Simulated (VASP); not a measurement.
Runs of VASP 6.6.1 on W. The structure is that of space group I4/mmm (No. 139), or close to it. The cells are those of the table. 

```tsv
cell	gap on the mesh (eV)	pressure (GPa)
a = 2.695 Å, angles 107.3, 107.3, 113.9°, 1 atom	none	27.9
a = 2.621 Å, angles 111.8, 111.8, 104.9°, 1 atom	none	68.3
a = 2.701 Å, angles 114.1, 114.1, 100.6°, 1 atom	none	(b)
a = 2.732 Å, angles 111.7, 111.7, 105.1°, 1 atom	none	11.9
a = 2.661 Å, angles 112.9, 112.9, 102.7°, 1 atom	none	(a)
```

Alike in all rows: task single point; level PBE; potentials or basis VASP PAW PBE potentials, release 64 (W_sv); no spin polarisation; k mesh 20 × 20 × 20; cutoff (eV) 520; smearing gaussian 0.15 eV.

Question: Fill in the values left out.

Answer: (a) 49.0; (b) 32.8.

Caveats: spin-orbit coupling is left out, which moves the levels of the heavy elements; the stress differs along the axes, from 17 to 49 GPa (at least some runs); the stress differs along the axes, from 46 to 80 GPa (at least some runs); the stress differs along the axes, from 8 to 45 GPa (at least some runs); the stress differs along the axes, from -4 to 20 GPa (at least some runs); the stress differs along the axes, from 23 to 62 GPa (at least some runs).

A k mesh can miss the band edges, and the runs leave out spin-orbit coupling on W.

A gap of «none» marks levels without a gap at the run's occupations.
